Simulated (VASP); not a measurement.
# GaN in VASP: notebook, part 2 of 2

VASP 6.6.1. Earlier steps stand in the parts before.

**3. Single point, PBE**

Input file INCAR:

```
SYSTEM = GaN
PREC = Accurate
ENCUT = 520
EDIFF = 1E-7
ISMEAR = 0
SIGMA = 0.05
LREAL = .FALSE.
LASPH = .TRUE.
NELM = 60
ALGO = Normal
ISIF = 2
LWAVE = .FALSE.
LCHARG = .FALSE.
LDIPOL = .TRUE.
IDIPOL = 3
DIPOL = 0.5 0.5 0.500
GGA = PE
NBANDS = 66
```

Input file KPOINTS:

```
Automatic mesh
0
G
  9 9 1
  0 0 0
```

Input file POSCAR:

```
GaN
1.0
    3.2184289160      0.0000000000      0.0000000000
   -1.6092144580      2.7872412015      0.0000000000
    0.0000000000      0.0000000000     28.7538498141
N Ga
6 6
Direct
    0.3333333333      0.6666666667      0.2687695682
    0.6666666667      0.3333333333      0.3539561006
    0.3333333333      0.6666666667      0.4437964844
    0.6666666667      0.3333333333      0.5346670992
    0.3333333333      0.6666666667      0.6256769751
    0.6666666667      0.3333333333      0.7177254630
    0.6666666667      0.3333333333      0.2804701921
    0.3333333333      0.6666666667      0.3725374106
    0.6666666667      0.3333333333      0.4637211258
    0.3333333333      0.6666666667      0.5547026849
    0.6666666667      0.3333333333      0.6457807784
    0.3333333333      0.6666666667      0.7381961178
```

Potentials or basis: VASP PAW PBE potentials, release 64 (N, Ga_d).

On the command line:

```
> cat potpaw_PBE.64/N/POTCAR potpaw_PBE.64/Ga_d/POTCAR > POTCAR
> mpirun -np 1 vasp_std > vasp.out
```

OUTCAR:

```text
SYSTEM = GaN
   PREC = Accurate
   ENCUT = 520
   EDIFF = 1E-7
   ISMEAR = 0
   LREAL = .FALSE.
   LASPH = .TRUE.
   NELM = 60
   ISIF = 2
   GGA = PE

 ion  position               nearest neighbor table
   1  0.333  0.667  0.269-   7 1.89   7 1.89   7 1.89
   2  0.667  0.333  0.354-   8 1.93   8 1.93   8 1.93   7 2.11
   3  0.333  0.667  0.444-   9 1.94   9 1.94   9 1.94   8 2.05
   4  0.667  0.333  0.535-  10 1.95  10 1.95  10 1.95   9 2.04
   5  0.333  0.667  0.626-  11 1.95  11 1.95  11 1.95  10 2.04
[... 1053 lines left out ...]
  energy-cutoff  :      520.00
  volume of cell :      257.94
      direct lattice vectors                 reciprocal lattice vectors
     3.218428916  0.000000000  0.000000000     0.310710606  0.179388852  0.000000000
    -1.609214458  2.787241202  0.000000000     0.000000000  0.358777704  0.000000000
     0.000000000  0.000000000 28.753849814     0.000000000  0.000000000  0.034777952

 POSITION                                       TOTAL-FORCE (eV/Angst)
 -----------------------------------------------------------------------------------
     -0.00000      1.85816      7.72816         0.000000      0.000000      0.001386
      1.60921      0.92908     10.17760         0.000000      0.000000      0.002872
     -0.00000      1.85816     12.76086        -0.000000     -0.000000     -0.003510
      1.60921      0.92908     15.37374        -0.000000      0.000000      0.006984
     -0.00000      1.85816     17.99062         0.000000      0.000000      0.009399
      1.60921      0.92908     20.63737        -0.000000      0.000000      0.007946
      1.60921      0.92908      8.06460        -0.000000      0.000000     -0.017473
     -0.00000      1.85816     10.71188         0.000000     -0.000000     -0.000430
      1.60921      0.92908     13.33377        -0.000000     -0.000000      0.002564
     -0.00000      1.85816     15.94984        -0.000000      0.000000     -0.003776
      1.60921      0.92908     18.56868         0.000000     -0.000000     -0.013555
     -0.00000      1.85816     21.22598         0.000000      0.000000      0.007591
 -----------------------------------------------------------------------------------
    total drift:                               -0.000001     -0.000003     -0.000596

  FREE ENERGIE OF THE ION-ELECTRON SYSTEM (eV)
  ---------------------------------------------------
  free  energy   TOTEN  =       -69.8630859738 eV

  energy  without entropy=      -69.8404430680  energy(sigma->0) =      -69.85176452

 vacuum level on the upper side and lower side of the slab         4.696         7.154
```

OSZICAR:

```text
N       E                     dE             d eps       ncg     rms          rms(c)
DAV:   1     0.138682776761E+04    0.13868E+04   -0.49818E+04  1782   0.250E+03
DAV:   2     0.235891106132E+03   -0.11509E+04   -0.10940E+04  1680   0.734E+02
DAV:   3    -0.483701356479E+02   -0.28426E+03   -0.27327E+03  2016   0.239E+02
[... 51 lines left out ...]
DAV:  55    -0.698630852473E+02   -0.33118E-06   -0.23295E-07  1104   0.137E-03    0.269E-03
DAV:  56    -0.698630855679E+02   -0.32061E-06   -0.27290E-07  1136   0.147E-03    0.636E-04
DAV:  57    -0.698630858142E+02   -0.24635E-06   -0.23114E-08  1144   0.124E-03    0.592E-04
DAV:  58    -0.698630859267E+02   -0.11246E-06   -0.31746E-08  1112   0.906E-04    0.222E-04
DAV:  59    -0.698630859738E+02   -0.47150E-07   -0.43878E-08  1096   0.597E-04
   1 F= -.69863086E+02 E0= -.69851765E+02  d E =-.226429E-01
```

It took 14 min on 1 thread of Intel Xeon Platinum 8375C at 2.90GHz (Ice Lake), shared host; peak memory 0.42 GiB.

Results:

| Quantity | Value |
| --- | --- |
| Free energy | -69.8631 eV |
| Largest force | 0.017 eV/Å |
| Band gap on the k mesh | zero (bands 54 and 55 overlap by 0.06 eV) |

Forces on the atoms (eV/Å):
```
N    0.000  0.000  0.001
N    0.000  0.000  0.003
N    0.000  0.000 -0.004
N    0.000  0.000  0.007
N    0.000  0.000  0.009
N    0.000  0.000  0.008
Ga   0.000  0.000 -0.017
Ga   0.000  0.000  0.000
Ga   0.000  0.000  0.003
Ga   0.000  0.000 -0.004
Ga   0.000  0.000 -0.014
Ga   0.000  0.000  0.008
```

**4. Single point, PBE**

This run uses another cell than the first one: it holds 32 atoms, not 12.

Input file INCAR:

```
SYSTEM = GaN
ALGO = Normal
DIPOL = 0.5 0.5 0.501
EDIFF = 1E-6
ENCUT = 520
GGA = PE
IDIPOL = 3
ISIF = 2
ISMEAR = 0
LASPH = .TRUE.
LCHARG = .TRUE.
LDIPOL = .TRUE.
LELF = .TRUE.
LREAL = Auto
LVACPOTAV = .TRUE.
LVHAR = .TRUE.
LWAVE = .FALSE.
NBANDS = 166
NELM = 100
PREC = Accurate
SIGMA = 0.05
```

Input file KPOINTS:

```
k-points
0
G
  3 3 1
  0 0 0
```

Input file POSCAR:

```
GaN
1.0
    6.4368578516      0.0000000000      0.0000000000
   -3.2184289258      5.5744824200      0.0000000000
    0.0000000000      0.0000000000     24.5108192675
N Ga
16 16
Direct
    0.1666666667      0.3333333333      0.3263864791
    0.1666666667      0.8333333333      0.3263864791
    0.6666666667      0.3333333333      0.3263864791
    0.6666666667      0.8333333333      0.3263864791
    0.3333333333      0.1666666667      0.4333398693
    0.3333333333      0.6666666667      0.4333398693
    0.8333333333      0.1666666667      0.4333398693
    0.8333333333      0.6666666667      0.4333398693
    0.1666666667      0.3333333333      0.5430539488
    0.1666666667      0.8333333333      0.5430539488
    0.6666666667      0.3333333333      0.5430539488
    0.6666666667      0.8333333333      0.5430539488
    0.3333333333      0.1666666667      0.6507509063
    0.3333333333      0.6666666667      0.6507509063
    0.8333333333      0.1666666667      0.6507509063
    0.8333333333      0.6666666667      0.6507509063
    0.3333333333      0.1666666667      0.3527533504
    0.3333333333      0.6666666667      0.3527533504
    0.8333333333      0.1666666667      0.3527533504
    0.8333333333      0.6666666667      0.3527533504
    0.1666666667      0.3333333333      0.4597067405
    0.1666666667      0.8333333333      0.4597067405
    0.6666666667      0.3333333333      0.4597067405
    0.6666666667      0.8333333333      0.4597067405
    0.3333333333      0.1666666667      0.5657120975
    0.3333333333      0.6666666667      0.5657120975
    0.8333333333      0.1666666667      0.5657120975
    0.8333333333      0.6666666667      0.5657120975
    0.1666666667      0.3333333333      0.6739038149
    0.1666666667      0.8333333333      0.6739038149
    0.6666666667      0.3333333333      0.6739038149
    0.6666666667      0.8333333333      0.6739038149
```

On the command line:

```
> cat potpaw_PBE.64/N/POTCAR potpaw_PBE.64/Ga_d/POTCAR > POTCAR
> mpirun -np 1 vasp_std > vasp.out
```

It took 40 min on 1 thread of Intel Xeon Platinum 8259CL at 2.50GHz (Skylake/Cascade Lake), shared host; peak memory 0.98 GiB.

It converged, with:

```yaml
Free_energy: -181.3188 eV
Largest_force: 2.197 eV/Å
Band_gap_on_the_k_mesh: zero (bands 144 and 145 overlap by 0.28 eV)
```

Forces on the atoms (eV/Å):
```
N    0.000  0.000  1.412
N    0.000  0.000  1.412
N    0.000  0.000  1.412
N    0.000  0.000  1.412
N    0.000  0.000  1.618
N    0.000  0.000  1.618
N    0.000  0.000  1.618
N    0.000  0.000  1.618
N    0.000  0.000  0.012
N    0.000  0.000  0.012
N    0.000  0.000  0.012
N    0.000  0.000  0.012
N    0.000  0.000 -0.007
N    0.000  0.000 -0.007
N    0.000  0.000 -0.007
N    0.000  0.000 -0.007
Ga   0.000  0.000 -2.197
Ga   0.000  0.000 -2.197
Ga   0.000  0.000 -2.197
Ga   0.000  0.000 -2.197
Ga   0.000  0.000 -0.891
Ga   0.000  0.000 -0.891
Ga   0.000  0.000 -0.891
Ga   0.000  0.000 -0.891
Ga   0.000  0.000  0.030
Ga   0.000  0.000  0.030
Ga   0.000  0.000  0.030
Ga   0.000  0.000  0.030
Ga   0.000  0.000  0.022
Ga   0.000  0.000  0.022
Ga   0.000  0.000  0.022
Ga   0.000  0.000  0.022
```

Levels at points of the mesh, in eV from the Fermi level:
```csv
k point,band 140,band 141,band 142,band 143,band 144,band 145,band 146,band 147
"(0.00, 0.00, 0.00)",-0.24,-0.13,-0.13,-0.13,0.28,0.28,0.28,0.35
```

Caveat: the k points lie up to 0.38 Å⁻¹ apart.

**5. Overview**

| cell | k mesh | gap on the mesh (eV) | largest force (eV/Å) |
| --- | --- | --- | --- |
| a = 3.218, b = 3.218, c = 28.754 Å, angles 90.0, 90.0, 120.0°, 12 atoms, atomic positions A | 9 × 9 × 1 | none | 1.89 |
| a = 3.218, b = 3.218, c = 28.754 Å, angles 90.0, 90.0, 120.0°, 12 atoms, atomic positions B | 9 × 9 × 1 | none | 0.02 |
| a = 6.437, b = 6.437, c = 24.511 Å, angles 90.0, 90.0, 120.0°, 32 atoms, atomic positions C | 3 × 3 × 1 | none | 2.20 |

Alike in all rows: task single point; level PBE; potentials or basis VASP PAW PBE potentials, release 64 (N, Ga_d); no spin polarisation; cutoff (eV) 520; smearing gaussian 0.05 eV.

Caveats: some runs use coarse meshes.

Total energies depend on the potentials used, so only differences within one code and one set of settings carry meaning.
